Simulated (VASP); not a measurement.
Input of a VASP 6.6.1 run:

The input POSCAR:

```
Sc
1.0
    3.1864996478      0.0000000000      0.0000000000
   -1.5932498239      2.7595896442      0.0000000000
    0.0000000000      0.0000000000      4.8913300612
Sc
2
Direct
    0.3333333333      0.6666666667      0.2500000000
    0.6666666667      0.3333333333      0.7500000000
```

The input INCAR.step1:

```
SYSTEM = Sc
PREC = Accurate
ENCUT = 520
ISMEAR = 1
SIGMA = 0.15
LREAL = .False.
LASPH = .True.
NELM = 100
NBANDS = 18
GGA = PE
ALGO = Normal
EDIFF = 1E-4
LWAVE = .True.
LCHARG = .False.
```

INCAR.step2

```
SYSTEM = Sc
PREC = Accurate
ENCUT = 520
EDIFF = 1E-6
ISMEAR = 1
SIGMA = 0.15
LREAL = .False.
LASPH = .True.
NELM = 100
ALGO = Normal
ISIF = 2
LWAVE = .False.
LCHARG = .False.
METAGGA = R2SCAN
LMIXTAU = .True.
NBANDS = 18
ISTART = 1
```

The input KPOINTS:

```
regular mesh
0
Gamma
  10 10 6
  0 0 0
```

Potentials or basis: VASP PAW PBE potentials, release 64 (Sc_sv).

Command:

```bash
$ cat potpaw_PBE.64/Sc_sv/POTCAR > POTCAR
$ cp INCAR.step1 INCAR
$ mpirun -np 1 vasp_std > vasp.out
$ cp INCAR.step2 INCAR
$ mpirun -np 1 vasp_std > vasp.out
```

Task: Predict the band gap on the k mesh.

Result: Zero (band 11 reaches 5.81 eV, above the bottom of band 12 at 3.93 eV).

Task: What does it give for the pressure?

Result: 10.3 GPa.

Stress tensor (GPa, compression positive):
```
10.37  0.00  0.00
 0.00 10.37  0.00
 0.00  0.00 10.10
```

Caveat: the PAW data sets were made with another functional, which shifts forces and pressure a little.
